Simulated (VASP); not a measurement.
# TiSi16 (a cell with a defect) in VASP: single point with PBE

Aim: the single point of TiSi16 (a cell with a defect) with PBE.

Everything below comes from runs of VASP 6.6.1. Logs are shortened: lines on timing, memory, paths and dates and some standing lists are left out, and cuts for length are marked.

## 1. The cell of the first run

The cell holds a defect, 17 atoms: a = 7.679 Å, b = 7.679 Å, c = 7.679 Å, α = 60.00°, β = 60.00°, γ = 60.00°.

## 2. Single point, PBE

Input file INCAR:

```
PREC = Accurate
ENCUT = 520
EDIFF = 1E-7
ISMEAR = -1
SIGMA = 0.02
LREAL = Auto
LASPH = True
NELM = 80
ALGO = Normal
ISIF = 2
LWAVE = False
LCHARG = False
GGA = PE
NBANDS = 52
```

Input file KPOINTS:

```
regular mesh
0
Gamma
  2 2 2
```

Input file POSCAR:

```
TiSi16
1.0
    0.0000000000      5.4300000000      5.4300000000
    5.4300000000      0.0000000000      5.4300000000
    5.4300000000      5.4300000000      0.0000000000
Si Ti
16 1
Direct
    0.0018107059      0.0009591897      0.0011498281
    0.1255930610      0.1242770365      0.1245539363
    0.0020411117      0.0008700929      0.4950651360
    0.1215674960      0.1216124695      0.6279182945
    0.0020686668      0.4947965357      0.0010849526
    0.1216987026      0.6277037390      0.1216684099
   -0.0126590698      0.5040111964      0.5040763876
    0.1222659084      0.6276190646      0.6278599288
    0.4960978910      0.0009599037      0.0011493230
    0.6285897339      0.1214579188      0.1213820880
    0.5042064876     -0.0127207914      0.5043107255
    0.6289187659      0.1216106133      0.6279158164
    0.5042625061      0.5043043645     -0.0128237973
    0.6289479204      0.6277029031      0.1216648682
    0.5045808834      0.5040180550      0.5040804812
    0.6250103897      0.6250775246      0.6249235610
    0.3752980394      0.3746791842      0.3747454604
```

Potentials or basis: VASP PAW PBE potentials, release 64 (Si, Ti_sv).

Launch:

```bash
$ cat potpaw_PBE.64/Si/POTCAR potpaw_PBE.64/Ti_sv/POTCAR > POTCAR
$ mpirun -np 1 vasp_std > vasp.out
```

OUTCAR:

```text
PREC = Accurate
   ENCUT = 520
   EDIFF = 1E-7
   ISMEAR = -1
   LREAL = Auto
   LASPH = True
   NELM = 80
   ISIF = 2
   GGA = PE

 ion  position               nearest neighbor table
   1  0.002  0.001  0.001-   2 2.32  10 2.34   4 2.34   6 2.34
   2  0.126  0.124  0.125-   1 2.32   9 2.32   3 2.32   5 2.32
   3  0.002  0.001  0.495-   2 2.32   4 2.34  12 2.34   8 2.34
   4  0.122  0.122  0.628-   3 2.34   1 2.34   7 2.40  11 2.40  17 2.75
   5  0.002  0.495  0.001-   2 2.32   6 2.34  14 2.34   8 2.34
   6  0.122  0.628  0.122-   5 2.34   1 2.34   7 2.40  13 2.40  17 2.75
   7  0.987  0.504  0.504-  16 2.27   8 2.40   4 2.40   6 2.40  17 2.43
   8  0.122  0.628  0.628-   5 2.34   3 2.34  15 2.40   7 2.40  17 2.75
   9  0.496  0.001  0.001-   2 2.32  10 2.34  12 2.34  14 2.34
  10  0.629  0.121  0.121-   1 2.34   9 2.34  13 2.40  11 2.40  17 2.75
  11  0.504  0.987  0.504-  16 2.27   4 2.40  12 2.40  10 2.40  17 2.43
  12  0.629  0.122  0.628-   3 2.34   9 2.34  15 2.40  11 2.40  17 2.75
  13  0.504  0.504  0.987-  16 2.27   6 2.40  14 2.40  10 2.40  17 2.43
  14  0.629  0.628  0.122-   5 2.34   9 2.34  15 2.40  13 2.40  17 2.75
  15  0.505  0.504  0.504-  16 2.27   8 2.40  12 2.40  14 2.40  17 2.43
  16  0.625  0.625  0.625-  11 2.27  13 2.27   7 2.27  15 2.27
  17  0.375  0.375  0.375-  11 2.43  13 2.43  15 2.43   7 2.43   8 2.75  10 2.75  14 2.75   6 2.75
                            12 2.75   4 2.75

  LATTYP: Found a face centered cubic cell.
 ALAT       =    10.8600000000

  Lattice vectors:

 A1 = (   0.0000000000,   5.4300000000,   5.4300000000)
 A2 = (   5.4300000000,   0.0000000000,   5.4300000000)
 A3 = (   5.4300000000,   5.4300000000,   0.0000000000)

Analysis of symmetry for initial positions (statically):
=====================================================================
 Subroutine PRICEL returns:
 Original cell was already a primitive cell.

 Routine SETGRP: Setting up the symmetry group for a
 face centered cubic supercell.

 Subroutine GETGRP returns: Found  1 space group operations
 (whereof  1 operations were pure point group operations)
 out of a pool of 48 trial point group operations.

The static configuration has the point symmetry C_1 .

Analysis of symmetry for dynamics (positions and initial velocities):
=====================================================================
 Subroutine PRICEL returns:
 Original cell was already a primitive cell.

 Routine SETGRP: Setting up the symmetry group for a
 face centered cubic supercell.

 Subroutine GETGRP returns: Found  1 space group operations
 (whereof  1 operations were pure point group operations)
 out of a pool of 48 trial point group operations.

The dynamic configuration has the point symmetry C_1 .

 Subroutine INISYM returns: Found  1 space group operations
 (whereof  1 operations are pure point group operations),
 and found     1 'primitive' translations

----------------------------------------------------------------------------------------

                                     Primitive cell

  volume of cell :     320.2060

  direct lattice vectors                    reciprocal lattice vectors
     0.000000000  5.430000000  5.430000000    -0.092081031  0.092081031  0.092081031
     5.430000000  0.000000000  5.430000000     0.092081031 -0.092081031  0.092081031
     5.430000000  5.430000000  0.000000000     0.092081031  0.092081031 -0.092081031

  length of vectors
     7.679179644  7.679179644  7.679179644     0.159489025  0.159489025  0.159489025

  position of ions in fractional coordinates (direct lattice)
     0.001810706  0.000959190  0.001149828
     0.125593061  0.124277036  0.124553936
     0.002041112  0.000870093  0.495065136
     0.121567496  0.121612470  0.627918294
     0.002068667  0.494796536  0.001084953
     0.121698703  0.627703739  0.121668410
[... 9 lines left out ...]
     0.625010390  0.625077525  0.624923561
     0.375298039  0.374679184  0.374745460

  ion indices of the primitive-cell ions
   primitive index   ion index
                 1           1
                 2           2
                 3           3
                 4           4
                 5           5
                 6           6
[... 9 lines left out ...]
                16          16
                17          17

----------------------------------------------------------------------------------------

 KPOINTS: regular mesh

Automatic generation of k-mesh.
 Grid dimensions read from file:
 generate k-points for:    2    2    2

 Generating k-lattice:

  Cartesian coordinates                     Fractional coordinates (reciprocal lattice)
    -0.046040516  0.046040516  0.046040516     0.500000000  0.000000000  0.000000000
     0.046040516 -0.046040516  0.046040516     0.000000000  0.500000000  0.000000000
     0.046040516  0.046040516 -0.046040516     0.000000000  0.000000000  0.500000000

  Length of vectors
     0.079744512  0.079744512  0.079744512

  Shift w.r.t. Gamma in fractional coordinates (k-lattice)
     0.000000000  0.000000000  0.000000000

 Subroutine IBZKPT returns following result:
 ===========================================

 Found      8 irreducible k-points:

 Following reciprocal coordinates:
            Coordinates               Weight
  0.000000  0.000000  0.000000      1.000000
  0.500000  0.000000  0.000000      1.000000
  0.000000  0.500000  0.000000      1.000000
  0.000000  0.000000  0.500000      1.000000
  0.500000  0.500000  0.500000      1.000000
  0.500000  0.500000  0.000000      1.000000
  0.000000  0.500000  0.500000      1.000000
  0.500000  0.000000  0.500000      1.000000
   k-points           NKPTS =      8   k-points in BZ     NKDIM =      8   number of bands    NBANDS=     52
   number of dos      NEDOS =    301   number of ions     NIONS =     17
   total plane-waves  NPLWV = 216000
   dimension x,y,z NGX =    60 NGY =   60 NGZ =   60
   dimension x,y,z NGXF=   120 NGYF=  120 NGZF=  120
   ions per type =              16   1
   NGX,Y,Z   is equivalent  to a cutoff of  12.99, 12.99, 12.99 a.u.
   NGXF,Y,Z  is equivalent  to a cutoff of  25.98, 25.98, 25.98 a.u.
 SYSTEM =  unknown system
   PREC   = accura    normal or accurate (medium, high low for compatibility)
   ISTART =      0    job   : 0-new  1-cont  2-samecut
   ICHARG =      2    charge: 1-file 2-atom 10-const
   ISPIN  =      1    spin polarized calculation?
   LNONCOLLINEAR =      F non collinear calculations
   LSORBIT =      F    spin-orbit coupling
   LASPH  =      T    aspherical Exc in radial PAW
   ENCUT  =  520.0 eV  38.22 Ry    6.18 a.u.  14.28 14.28 14.28*2*pi/ulx,y,z
   NELM   =     80;   NELMIN=  2; NELMDL= -5     # of ELM steps
   EDIFF  = 0.1E-06   stopping-criterion for ELM
   LREAL  =      T    real-space projection
   EDIFFG = 0.1E-05   stopping-criterion for IOM
   NSW    =      0    number of steps for IOM
   IBRION =     -1    ionic relax: 0-MD 1-quasi-New 2-CG
   NFREE  =      0    steps in history (QN), initial steepest desc. (CG)
   ISIF   =      2    stress and relaxation
   ISYM   =      2    0-nonsym 1-usesym 2-fastsym
   POTIM  = 0.5000    time-step for ionic-motion
   TEBEG  =    0.0;   TEEND  =   0.0 temperature during run
   PSTRESS=    0.0 pullay stress
   NELECT =      76.0000    total number of electrons
   NUPDOWN=      -1.0000    fix difference up-down
   EMIN   =  10.00;   EMAX   =-10.00  energy-range for DOS
   EFERMI =   0.00;   METHOD = LEGACY
   ISMEAR =    -1;   SIGMA  =   0.02  broadening in eV -4-tet -1-fermi 0-gaus
   EFERMI_NEDOS =   21; number of points for ismear=-14 and -15
   IALGO  =     38    algorithm
   IMIX   =      4    mixing-type and parameters
     AMIX     =   0.40;   BMIX     =  1.00
     AMIX_MAG =   1.60;   BMIX_MAG =  1.00
  volume/ion in A,a.u.               =      18.84       127.11
  Fermi-wavevector in a.u.,A,eV,Ry     =   1.013607  1.915439 13.978610  1.027399
  Thomas-Fermi vector in A             =   2.146786
   LORBIT       =      0    0 simple, 1 ext, 2 COOP (PROOUT), +10 PAW based schemes
   GGA     = PE    functional components
   LHFCALC =     F    Hartree Fock is set to
   AEXX    =    0.0000 exact exchange contribution
   IVDW    =     0    specifies the selected vdW correction
   LEPSILON=     F    determine dielectric tensor
   LRPA    =     F    only Hartree local field effects (RPA)
 non-spin polarized calculation
  energy-cutoff  :      520.00
  volume of cell :      320.21
 maximum number of plane-waves:      8646
 NGX is ok and might be reduce to    60
   NGX = 29   NGY = 29   NGZ = 29

 number of electron      75.9999998 magnetization

 Free energy of the ion-electron system (eV)
  ---------------------------------------------------
  ext. energy  EPLUGINS =         0.00000000
  ---------------------------------------------------
  free energy    TOTEN  =       -92.21389741 eV

  energy without entropy =      -92.18987406  energy(sigma->0) =      -92.20188574

 E-fermi :   6.9303     XC(G=0):  -9.7517

 val. band max:        6.8901781671   @ k =   0.5000   0.0000   0.5000
 cond. band min:       6.9577775053   @ k =   0.0000   0.0000   0.5000
 fundamental gap:      0.0675993382
 Fermi energy:         6.9303241500

 k-point     1 :       0.0000    0.0000    0.0000
  band No.  band energies     occupation
      1     -49.8824      2.00000
      2     -26.2548      2.00000
      3     -26.2544      2.00000
      4     -26.2529      2.00000
      5      -5.7212      2.00000
      6      -3.5200      2.00000
[... 42 lines left out ...]
     49       8.1722      0.00000
     50       8.4790      0.00000

 k-point     2 :       0.5000    0.0000    0.0000
  band No.  band energies     occupation
      1     -49.8824      2.00000
      2     -26.2548      2.00000
      3     -26.2544      2.00000
      4     -26.2529      2.00000
      5      -5.0133      2.00000
      6      -4.8026      2.00000
[... 42 lines left out ...]
     49       9.2766      0.00000
     50       9.8876      0.00000

 k-point     3 :       0.0000    0.5000    0.0000
  band No.  band energies     occupation
      1     -49.8824      2.00000
      2     -26.2548      2.00000
      3     -26.2544      2.00000
      4     -26.2529      2.00000
      5      -5.0158      2.00000
      6      -4.7994      2.00000
[... 42 lines left out ...]
     49       9.2770      0.00000
     50       9.8912      0.00000

 k-point     4 :       0.0000    0.0000    0.5000
  band No.  band energies     occupation
      1     -49.8824      2.00000
      2     -26.2548      2.00000
      3     -26.2544      2.00000
      4     -26.2529      2.00000
      5      -5.0155      2.00000
      6      -4.7999      2.00000
[... 42 lines left out ...]
     49       9.2771      0.00000
     50       9.8896      0.00000

 k-point     5 :       0.5000    0.5000    0.5000
  band No.  band energies     occupation
      1     -49.8824      2.00000
      2     -26.2548      2.00000
      3     -26.2544      2.00000
      4     -26.2529      2.00000
      5      -5.0134      2.00000
      6      -4.8025      2.00000
[... 42 lines left out ...]
     49       9.2765      0.00000
     50       9.8876      0.00000

 k-point     6 :       0.5000    0.5000    0.0000
  band No.  band energies     occupation
      1     -49.8824      2.00000
      2     -26.2548      2.00000
      3     -26.2544      2.00000
      4     -26.2529      2.00000
      5      -4.6963      2.00000
      6      -4.5994      2.00000
[... 42 lines left out ...]
     49       9.8784      0.00000
     50      10.5348      0.00000

 k-point     7 :       0.0000    0.5000    0.5000
  band No.  band energies     occupation
      1     -49.8824      2.00000
      2     -26.2548      2.00000
      3     -26.2544      2.00000
      4     -26.2529      2.00000
      5      -4.6955      2.00000
      6      -4.6003      2.00000
[... 42 lines left out ...]
     49       9.8788      0.00000
     50      10.5365      0.00000

 k-point     8 :       0.5000    0.0000    0.5000
  band No.  band energies     occupation
      1     -49.8824      2.00000
      2     -26.2548      2.00000
      3     -26.2544      2.00000
      4     -26.2529      2.00000
      5      -4.6963      2.00000
      6      -4.5995      2.00000
[... 42 lines left out ...]
     49       9.8784      0.00000
     50      10.5348      0.00000
 [bands above 50 left out]

------------------------ aborting loop because EDIFF is reached ----------------------------------------

  FORCE on cell =-STRESS in cart. coord.  units (eV):
  Direction    XX          YY          ZZ          XY          YZ          ZX
  --------------------------------------------------------------------------------------
  -------------------------------------------------------------------------------------
  Total        8.0354736      7.9820742      7.9828802      0.0022266      0.0475559     -0.0032814
  in kB       40.2061581     39.9389700     39.9430027      0.0111410      0.2379500     -0.0164189
  external PRESSURE =      40.0293770 kB  Pullay stress =       0.0000000 kB

 VOLUME and BASIS-vectors are now :
 -----------------------------------------------------------------------------
  energy-cutoff  :      520.00
  volume of cell :      320.21
      direct lattice vectors                 reciprocal lattice vectors
     0.000000000  5.430000000  5.430000000    -0.092081031  0.092081031  0.092081031
     5.430000000  0.000000000  5.430000000     0.092081031 -0.092081031  0.092081031
     5.430000000  5.430000000  0.000000000     0.092081031  0.092081031 -0.092081031

 POSITION                                       TOTAL-FORCE (eV/Angst)
 -----------------------------------------------------------------------------------
      0.01145      0.01608      0.01504        -0.003897     -0.007813     -0.006684
      1.35115      1.35830      1.35679         0.004049     -0.000668      0.000583
      2.69293      2.69929      0.01581         0.006157      0.002397     -0.002450
      4.06995      4.06971      1.32047        -0.000933      0.007392      0.008567
      2.69264      0.01712      2.69798         0.004862     -0.001648      0.001427
      4.06909      1.32148      4.06926         0.000655      0.005394      0.007368
[... 9 lines left out ...]
      6.78751      6.78714      6.78798         0.002791      0.000303     -0.000514
      4.06938      4.07274      4.07238        -0.002495     -0.000999      0.001559
 -----------------------------------------------------------------------------------
    total drift:                               -0.006015     -0.000465      0.001340

  FREE ENERGIE OF THE ION-ELECTRON SYSTEM (eV)
  ---------------------------------------------------
  free  energy   TOTEN  =       -92.2138974119 eV

  energy  without entropy=      -92.1898740614  energy(sigma->0) =      -92.20188574
```

It took 3.7 min on 1 thread of AMD EPYC 9R45 (Zen 5), shared host; peak memory 0.47 GiB.

Results:

```yaml
Free_energy: -92.2139 eV
Pressure: 4.0 GPa
Largest_force: 0.058 eV/Å
Band_gap_on_the_k_mesh: zero (band 38 reaches 6.96 eV, above the bottom of band 39 at 6.53 eV)
```

Forces in eV/Å, atoms in the order of the input:
```
Si  -0.004 -0.008 -0.007
Si   0.004 -0.001  0.001
Si   0.006  0.002 -0.002
Si  -0.001  0.007  0.009
Si   0.005 -0.002  0.001
Si   0.001  0.005  0.007
Si  -0.041  0.026  0.022
Si   0.016 -0.001  0.001
Si  -0.004  0.007  0.008
Si   0.021  0.000  0.000
Si   0.020 -0.036  0.037
Si  -0.001 -0.009 -0.007
Si   0.019  0.039 -0.039
Si   0.001 -0.007 -0.006
Si  -0.041 -0.022 -0.026
Si   0.003  0.000 -0.001
Ti  -0.002 -0.001  0.002
```

Levels at points of the mesh, in eV from the Fermi level:
```tsv
k point	band 35	band 36	band 37	band 38	band 39	band 40
(0.00, 0.00, 0.00)	-0.99	-0.99	-0.41	-0.41	-0.40	-0.11
(0.50, 0.00, 0.00)	-1.37	-1.36	-0.27	0.03	0.03	0.44
(0.00, 0.50, 0.00)	-1.37	-1.36	-0.28	0.03	0.03	0.44
(0.00, 0.00, 0.50)	-1.37	-1.36	-0.28	0.03	0.03	0.44
(0.50, 0.50, 0.50)	-1.37	-1.36	-0.27	0.03	0.03	0.44
(0.50, 0.50, 0.00)	-2.01	-1.88	-0.70	-0.04	0.57	0.57
(0.00, 0.50, 0.50)	-2.01	-1.88	-0.70	-0.04	0.57	0.57
(0.50, 0.00, 0.50)	-2.01	-1.88	-0.70	-0.04	0.57	0.57
```

Caveat: the k points lie up to 0.50 Å⁻¹ apart.
